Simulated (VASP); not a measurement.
# Na (I4/mmm) in VASP: notebook

Na is run at these levels: LDA; tasks: single point.

All numbers are computed with VASP 6.6.1; they aren't measurements. Logs are shortened: lines on timing, memory, paths and dates and some standing lists are left out, and cuts for length are marked.

**1. The cell of the first run**

The structure is tetragonal, space group I4/mmm (No. 139). Conventional cell: a = 3.789 Å, b = 3.789 Å, c = 4.677 Å, α = 90.00°, β = 90.00°, γ = 90.00°. Na (site symmetry 4/mmm) has 14 Na at 3.56 to 4.68 Å within 4.7 Å.

**2. Single point, LDA**

Contents of INCAR:

```
SYSTEM = Na
PREC     = Accurate       ! precision mode
ENCUT    = 520            ! plane-wave cutoff, eV
EDIFF    = 1E-7           ! SCF threshold, eV
ISMEAR   = 0              ! smearing method
SIGMA    = 0.15           ! smearing width, eV
LREAL    = .FALSE.        ! projectors in reciprocal space
LASPH    = .TRUE.         ! aspherical terms in the spheres
NELM     = 80             ! most SCF steps
ALGO     = Fast           ! electronic algorithm
ISIF     = 2              ! what is computed and relaxed
LWAVE    = .FALSE.        ! write WAVECAR
LCHARG   = .FALSE.        ! write CHGCAR
NBANDS   = 10             ! bands
```

Contents of KPOINTS:

```
regular mesh
0
G
  18 18 18
  0 0 0
```

Contents of POSCAR:

```
Na
1.0
   -1.8947500000      1.8947500000      2.3387000000
    1.8947500000     -1.8947500000      2.3387000000
    1.8947500000      1.8947500000     -2.3387000000
Na
1
Direct
    0.0000000000      0.0000000000      0.0000000000
```

Potentials or basis: VASP PAW LDA potentials, release 64 (Na_pv).

On the command line:

```sh
cat potpaw_LDA.64/Na_pv/POTCAR > POTCAR
mpirun -np 1 vasp_std > vasp.out
```

OUTCAR:

```text
SYSTEM = Na
   PREC = Accurate
   ENCUT = 520
   EDIFF = 1E-7
   ISMEAR = 0
   LREAL = .FALSE.
   LASPH = .TRUE.
   NELM = 80
   ISIF = 2

 ion  position               nearest neighbor table
   1  0.000  0.000  0.000-

  LATTYP: Found a body centered tetragonal cell.
 ALAT       =     3.7895000000
 C/A-ratio  =     1.2343053173

  Lattice vectors:

 A1 = (  -1.8947500000,   1.8947500000,   2.3387000000)
 A2 = (   1.8947500000,  -1.8947500000,   2.3387000000)
 A3 = (   1.8947500000,   1.8947500000,  -2.3387000000)

Analysis of symmetry for initial positions (statically):
=====================================================================
 Subroutine PRICEL returns:
 Original cell was already a primitive cell.

 Routine SETGRP: Setting up the symmetry group for a
 body centered tetragonal supercell.

 Subroutine GETGRP returns: Found 16 space group operations
 (whereof 16 operations were pure point group operations)
 out of a pool of 16 trial point group operations.

The static configuration has the point symmetry D_4h.

Analysis of symmetry for dynamics (positions and initial velocities):
=====================================================================
 Subroutine PRICEL returns:
 Original cell was already a primitive cell.

 Routine SETGRP: Setting up the symmetry group for a
 body centered tetragonal supercell.

 Subroutine GETGRP returns: Found 16 space group operations
 (whereof 16 operations were pure point group operations)
 out of a pool of 16 trial point group operations.

The dynamic configuration has the point symmetry D_4h.

 Subroutine INISYM returns: Found 16 space group operations
 (whereof 16 operations are pure point group operations),
 and found     1 'primitive' translations

----------------------------------------------------------------------------------------

                                     Primitive cell

  volume of cell :      33.5845

  direct lattice vectors                    reciprocal lattice vectors
    -1.894750000  1.894750000  2.338700000     0.000000000  0.263887056  0.213793988
     1.894750000 -1.894750000  2.338700000     0.263887056  0.000000000  0.213793988
     1.894750000  1.894750000 -2.338700000     0.263887056  0.263887056  0.000000000

  length of vectors
     3.556637853  3.556637853  3.556637853     0.339623686  0.339623686  0.373192654

  position of ions in fractional coordinates (direct lattice)
     0.000000000  0.000000000  0.000000000

  ion indices of the primitive-cell ions
[... 79 lines left out ...]
   NFREE  =      0    steps in history (QN), initial steepest desc. (CG)
   ISIF   =      2    stress and relaxation
   ISYM   =      2    0-nonsym 1-usesym 2-fastsym
   POTIM  = 0.5000    time-step for ionic-motion
   TEBEG  =    0.0;   TEEND  =   0.0 temperature during run
   PSTRESS=    0.0 pullay stress
   NELECT =       7.0000    total number of electrons
   NUPDOWN=      -1.0000    fix difference up-down
   EMIN   =  10.00;   EMAX   =-10.00  energy-range for DOS
   EFERMI =   0.00;   METHOD = LEGACY
   ISMEAR =     0;   SIGMA  =   0.15  broadening in eV -4-tet -1-fermi 0-gaus
   EFERMI_NEDOS =   21; number of points for ismear=-14 and -15
   IALGO  =     68    algorithm
   IMIX   =      4    mixing-type and parameters
     AMIX     =   0.40;   BMIX     =  1.00
     AMIX_MAG =   1.60;   BMIX_MAG =  1.00
  volume/ion in A,a.u.               =      33.58       226.64
  Fermi-wavevector in a.u.,A,eV,Ry     =   0.970647  1.834257 12.818810  0.942156
  Thomas-Fermi vector in A             =   2.100799
   LORBIT       =      0    0 simple, 1 ext, 2 COOP (PROOUT), +10 PAW based schemes
   GGA     = CA    functional components
   LHFCALC =     F    Hartree Fock is set to
   AEXX    =    0.0000 exact exchange contribution
   IVDW    =     0    specifies the selected vdW correction
   LEPSILON=     F    determine dielectric tensor
   LRPA    =     F    only Hartree local field effects (RPA)
 non-spin polarized calculation
 RMM-DIIS sequential band-by-band and
 Gauss-broadening in eV      SIGMA  =   0.15
  energy-cutoff  :      520.00
  volume of cell :       33.58
 maximum number of plane-waves:       918
   NGX = 13   NGY = 13   NGZ = 13

 number of electron       6.9999993 magnetization

 Free energy of the ion-electron system (eV)
  ---------------------------------------------------
  ext. energy  EPLUGINS =         0.00000000
  ---------------------------------------------------
  free energy    TOTEN  =        -1.45685075 eV

  energy without entropy =       -1.45241634  energy(sigma->0) =       -1.45463354

 E-fermi :   0.4499     XC(G=0):  -7.0107

 val. band max:        0.4108505259   @ k =  -0.2222   0.3889   0.1667
 cond. band min:       0.4588684124   @ k =  -0.2222  -0.3889   0.1111
 fundamental gap:      0.0480178865
 Fermi energy:         0.4499170206

 k-point     1 :       0.0000    0.0000    0.0000
  band No.  band energies     occupation
      1     -24.4193      2.00000
      2     -24.4193      2.00000
      3     -24.4190      2.00000
      4      -3.0484      2.00000
      5      12.0670      0.00000
      6      12.0670      0.00000
      7      12.5784      0.00000
      8      13.6091      0.00000
      9      14.0352      0.00000
     10      14.0600      0.00000
[... 287 lines left out ...]
 k-point    24 :      -0.2222    0.0556    0.0000
  band No.  band energies     occupation
      1     -24.4375      2.00000
      2     -24.4233      2.00000
      3     -24.4208      2.00000
      4      -2.2850      2.00000
      5       7.5976      0.00000
      6      10.7478      0.00000
      7      11.6111      0.00000
      8      12.3330      0.00000
      9      13.3316      0.00000
     10      14.6584      0.00000

 [... further k-points ...]

------------------------ aborting loop because EDIFF is reached ----------------------------------------

  FORCE on cell =-STRESS in cart. coord.  units (eV):
  Direction    XX          YY          ZZ          XY          YZ          ZX
  --------------------------------------------------------------------------------------
  -------------------------------------------------------------------------------------
  Total       -0.0194668     -0.0194668     -0.0140855      0.0000000      0.0000000      0.0000000
  in kB       -0.9286827     -0.9286827     -0.6719615      0.0000000      0.0000000      0.0000000
  external PRESSURE =      -0.8431090 kB  Pullay stress =       0.0000000 kB

 VOLUME and BASIS-vectors are now :
 -----------------------------------------------------------------------------
  energy-cutoff  :      520.00
  volume of cell :       33.58
      direct lattice vectors                 reciprocal lattice vectors
    -1.894750000  1.894750000  2.338700000     0.000000000  0.263887056  0.213793988
     1.894750000 -1.894750000  2.338700000     0.263887056  0.000000000  0.213793988
     1.894750000  1.894750000 -2.338700000     0.263887056  0.263887056  0.000000000

 POSITION                                       TOTAL-FORCE (eV/Angst)
 -----------------------------------------------------------------------------------
      0.00000      0.00000      0.00000         0.000000      0.000000      0.000000
 -----------------------------------------------------------------------------------
    total drift:                               -0.000000     -0.000000     -0.000000

  FREE ENERGIE OF THE ION-ELECTRON SYSTEM (eV)
  ---------------------------------------------------
  free  energy   TOTEN  =        -1.4568507459 eV

  energy  without entropy=       -1.4524163385  energy(sigma->0) =       -1.45463354
```

OSZICAR:

```text
N       E                     dE             d eps       ncg     rms          rms(c)
DAV:   1     0.286979072308E+02    0.28698E+02   -0.38101E+03  9628   0.592E+02
DAV:   2    -0.847085117502E+00   -0.29545E+02   -0.29396E+02  9966   0.152E+02
DAV:   3    -0.145455414744E+01   -0.60747E+00   -0.60702E+00 11526   0.235E+01
DAV:   4    -0.145898652523E+01   -0.44324E-02   -0.44320E-02 11250   0.198E+00
DAV:   5    -0.145904463913E+01   -0.58114E-04   -0.58113E-04 10936   0.225E-01    0.206E-01
RMM:   6    -0.145765944158E+01    0.13852E-02   -0.37878E-04 12936   0.222E-01    0.134E-01
RMM:   7    -0.145685496160E+01    0.80448E-03   -0.52386E-04 13216   0.209E-01    0.219E-02
RMM:   8    -0.145684676138E+01    0.82002E-05   -0.15336E-04 12995   0.210E-01    0.342E-03
RMM:   9    -0.145685017299E+01   -0.34116E-05   -0.31032E-05 14806   0.620E-02    0.276E-03
RMM:  10    -0.145685073540E+01   -0.56241E-06   -0.75434E-06 13522   0.469E-02    0.201E-03
RMM:  11    -0.145685068334E+01    0.52063E-07   -0.20768E-06 14146   0.166E-02    0.236E-04
RMM:  12    -0.145685074586E+01   -0.62520E-07   -0.60616E-07  9666   0.106E-02
   1 F= -.14568507E+01 E0= -.14546335E+01  d E =-.443441E-02
```

stdout:

```text
POSCAR found type information on POSCAR Na
 POSCAR found :  1 types and       1 ions
 scaLAPACK will be used
 LDA part: xc-table for (Slater(with rela. corr.)+CA(PZ))
 , standard interpolation
 POSCAR, INCAR and KPOINTS ok, starting setup
 FFT: planning ... GRIDC
 FFT: planning ... GRID_SOFT
 FFT: planning ... GRID
 WAVECAR not read
 entering main loop
WARNING in EDDRMM: call to ZHEGV failed, returncode =   8  4     10
WARNING in EDDRMM: call to ZHEGV failed, returncode =   8  4      9
WARNING in EDDRMM: call to ZHEGV failed, returncode =   8  4      7
WARNING in EDDRMM: call to ZHEGV failed, returncode =   6  3      7
WARNING in EDDRMM: call to ZHEGV failed, returncode =   8  4      9
```

Run time: 1.8 min. Hardware: 1 thread of Intel Xeon 6975P-C, shared host; peak memory 0.23 GiB.

What came out:

* Free energy: -1.4569 eV
* Pressure: -0.1 GPa

**3. Single point, LDA**

This run uses another cell than the first one, of 33.92 Å³/atom, 1.010 times its volume.

Contents of INCAR:

```
ALGO = Fast ; EDIFF = 1E-6
ENCUT = 520 ; GGA = CA
ISIF = 2 ; ISMEAR = 0
LASPH = T ; LCHARG = F
LREAL = F ; LWAVE = F
NBANDS = 10 ; NELM = 100
PREC = Accurate ; SIGMA = 0.15
```

Contents of KPOINTS:

```
k-points
0
Gamma
  18 18 18
```

Contents of POSCAR:

```
Na
1.0
   -1.7258000000      1.7258000000      2.8471500000
    1.7258000000     -1.7258000000      2.8471500000
    1.7258000000      1.7258000000     -2.8471500000
Na
1
Direct
    0.0000000000      0.0000000000      0.0000000000
```

Potentials or basis: VASP PAW LDA potentials, release 64 (Na_pv).

On the command line:

```sh
cat potpaw_LDA.64/Na_pv/POTCAR > POTCAR
mpirun -np 1 vasp_std > vasp.out
```

OUTCAR:

```text
EDIFF = 1E-6
   ENCUT = 520
   GGA = CA
   ISIF = 2
   ISMEAR = 0
   LASPH = T
   LREAL = F
   NELM = 100
   PREC = Accurate

 ion  position               nearest neighbor table
   1  0.000  0.000  0.000-

  LATTYP: Found a body centered tetragonal cell.
 ALAT       =     3.4516000000
 C/A-ratio  =     1.6497566346

  Lattice vectors:

 A1 = (  -1.7258000000,   1.7258000000,   2.8471500000)
 A2 = (   1.7258000000,  -1.7258000000,   2.8471500000)
 A3 = (   1.7258000000,   1.7258000000,  -2.8471500000)

Analysis of symmetry for initial positions (statically):
=====================================================================
 Subroutine PRICEL returns:
 Original cell was already a primitive cell.

 Routine SETGRP: Setting up the symmetry group for a
 body centered tetragonal supercell.

 Subroutine GETGRP returns: Found 16 space group operations
 (whereof 16 operations were pure point group operations)
 out of a pool of 16 trial point group operations.

The static configuration has the point symmetry D_4h.

Analysis of symmetry for dynamics (positions and initial velocities):
[... 163 lines left out ...]
 Fermi energy:         0.4199033577

 k-point     1 :       0.0000    0.0000    0.0000
  band No.  band energies     occupation
      1     -24.4621      2.00000
      2     -24.4620      2.00000
      3     -24.4620      2.00000
      4      -3.0559      2.00000
      5      11.7203      0.00000
      6      12.4007      0.00000
      7      12.4007      0.00000
      8      13.5528      0.00000
      9      13.5866      0.00000
     10      13.9331      0.00000
[... 287 lines left out ...]
 k-point    24 :      -0.2222    0.0556   -0.0000
  band No.  band energies     occupation
      1     -24.4830      2.00000
      2     -24.4658      2.00000
      3     -24.4633      2.00000
      4      -2.2407      2.00000
      5       7.3754      0.00000
      6      10.1869      0.00000
      7      11.4122      0.00000
      8      12.3594      0.00000
      9      14.1419      0.00000
     10      14.3782      0.00000

 [... further k-points ...]

------------------------ aborting loop because EDIFF is reached ----------------------------------------

  FORCE on cell =-STRESS in cart. coord.  units (eV):
  Direction    XX          YY          ZZ          XY          YZ          ZX
  --------------------------------------------------------------------------------------
  -------------------------------------------------------------------------------------
  Total       -0.0061342     -0.0061342     -0.1633830      0.0000000     -0.0000000      0.0000000
  in kB       -0.2897469     -0.2897469     -7.7173155      0.0000000     -0.0000000      0.0000000
  external PRESSURE =      -2.7656031 kB  Pullay stress =       0.0000000 kB

 VOLUME and BASIS-vectors are now :
 -----------------------------------------------------------------------------
  energy-cutoff  :      520.00
  volume of cell :       33.92
      direct lattice vectors                 reciprocal lattice vectors
    -1.725800000  1.725800000  2.847150000     0.000000000  0.289720709  0.175614211
     1.725800000 -1.725800000  2.847150000     0.289720709  0.000000000  0.175614211
     1.725800000  1.725800000 -2.847150000     0.289720709  0.289720709  0.000000000

 POSITION                                       TOTAL-FORCE (eV/Angst)
 -----------------------------------------------------------------------------------
      0.00000      0.00000      0.00000        -0.000000      0.000000      0.000000
 -----------------------------------------------------------------------------------
    total drift:                               -0.000000     -0.000000     -0.000000

  FREE ENERGIE OF THE ION-ELECTRON SYSTEM (eV)
  ---------------------------------------------------
  free  energy   TOTEN  =        -1.4506011050 eV

  energy  without entropy=       -1.4450929376  energy(sigma->0) =       -1.44784702
```

OSZICAR:

```text
N       E                     dE             d eps       ncg     rms          rms(c)
DAV:   1     0.284122745273E+02    0.28412E+02   -0.38206E+03  9612   0.594E+02
DAV:   2    -0.881958617661E+00   -0.29294E+02   -0.29153E+02  9908   0.149E+02
DAV:   3    -0.144866431019E+01   -0.56671E+00   -0.56625E+00 11644   0.229E+01
DAV:   4    -0.145274005249E+01   -0.40757E-02   -0.40754E-02 11198   0.189E+00
DAV:   5    -0.145279403477E+01   -0.53982E-04   -0.53982E-04 11008   0.214E-01    0.206E-01
RMM:   6    -0.145141052352E+01    0.13835E-02   -0.38485E-04 12952   0.224E-01    0.134E-01
RMM:   7    -0.145060549982E+01    0.80502E-03   -0.53338E-04 13242   0.211E-01    0.220E-02
RMM:   8    -0.145059707140E+01    0.84284E-05   -0.15546E-04 12942   0.211E-01    0.348E-03
RMM:   9    -0.145060056560E+01   -0.34942E-05   -0.31476E-05 14814   0.622E-02    0.278E-03
RMM:  10    -0.145060110499E+01   -0.53939E-06   -0.75561E-06 13329   0.470E-02
   1 F= -.14506011E+01 E0= -.14478470E+01  d E =-.550817E-02
```

stdout:

```text
POSCAR found type information on POSCAR Na
 POSCAR found :  1 types and       1 ions
 scaLAPACK will be used
 LDA part: xc-table for (Slater(with rela. corr.)+CA(PZ))
 , standard interpolation
 POSCAR, INCAR and KPOINTS ok, starting setup
 FFT: planning ... GRIDC
 FFT: planning ... GRID_SOFT
 FFT: planning ... GRID
 WAVECAR not read
 entering main loop
```

Run time: 85 s. Hardware: 1 thread of Intel Xeon 6975P-C, shared host; peak memory 0.24 GiB.

Results:

```
Free energy : -1.4506 eV
Pressure    : -0.3 GPa
```

Stress tensor (GPa, compression positive):
```
-0.03  0.00  0.00
 0.00 -0.03  0.00
 0.00  0.00 -0.77
```

**4. Single point, LDA**

This run uses another cell than the first one, of 34.33 Å³/atom, 1.022 times its volume.

Contents of INCAR:

```
SYSTEM = Na
PREC = Accurate
ENCUT = 520
EDIFF = 1E-6
ISMEAR = 0
SIGMA = 0.15
LREAL = .False.
LASPH = .True.
NELM = 80
ALGO = Fast
ISIF = 2
LWAVE = .False.
LCHARG = .True.
GGA = CA
LELF = .True.
LVHAR = .True.
NBANDS = 10
```

Contents of KPOINTS:

```
regular mesh
0
Gamma
  18 18 18
  0 0 0
```

Contents of POSCAR:

```
Na
1.0
   -1.7680000000      1.7680000000      2.7454500000
    1.7680000000     -1.7680000000      2.7454500000
    1.7680000000      1.7680000000     -2.7454500000
Na
1
Direct
    0.0000000000      0.0000000000      0.0000000000
```

On the command line:

```sh
cat potpaw_LDA.64/Na_pv/POTCAR > POTCAR
mpirun -np 1 vasp_std > vasp.out
```

It took 80 s on 1 thread of Intel Xeon 6975P-C, shared host; peak memory 0.24 GiB.

Results (log left out):

| Item | Value |
| --- | --- |
| Free energy | -1.4549 eV |
| Pressure | -0.4 GPa |

Stress tensor (GPa, compression positive):
```
-0.26  0.00  0.00
 0.00 -0.26  0.00
 0.00  0.00 -0.63
```

Levels at points of the mesh, in eV from the Fermi level:
| k point | band 1 | band 2 | band 3 | band 4 | band 5 | band 6 | band 7 | band 8 | band 9 |
| --- | --- | --- | --- | --- | --- | --- | --- | --- | --- |
| (0.00, 0.00, 0.00) | -24.89 | -24.89 | -24.89 | -3.46 | 11.30 | 11.69 | 11.69 | 12.90 | 13.29 |
| (0.50, 0.00, 0.00) | -24.94 | -24.90 | -24.90 | 0.59 | 1.00 | 9.76 | 10.40 | 11.21 | 12.45 |
| (0.50, 0.50, 0.00) | -24.94 | -24.92 | -24.91 | 2.19 | 2.73 | 6.28 | 7.10 | 7.21 | 9.29 |
| (0.50, 0.50, 0.50) | -24.93 | -24.90 | -24.90 | 1.23 | 1.77 | 7.07 | 8.19 | 8.19 | 10.17 |

**5. Summary**

| cell | further INCAR settings | gap on the mesh (eV) | pressure (GPa) |
| --- | --- | --- | --- |
| a = 3.557 Å, angles 115.6, 115.6, 97.8°, 1 atom | ALGO = Fast; EDIFF = 1e-07; NBANDS = 10 | none | -0.1 |
| a = 3.750 Å, angles 125.2, 125.2, 81.2°, 1 atom | ALGO = Fast; EDIFF = 1e-06; NBANDS = 10 | none | -0.3 |
| a = 3.713 Å, angles 123.1, 123.1, 84.6°, 1 atom | ALGO = Fast; EDIFF = 1e-06; NBANDS = 10 | none | -0.4 |

Alike in all rows: task single point; level LDA; potentials or basis VASP PAW LDA potentials, release 64 (Na_pv); no spin polarisation; k mesh 18 × 18 × 18; cutoff (eV) 520; smearing gaussian 0.15 eV.

Absolute energies hang on the potentials; compare differences alone.
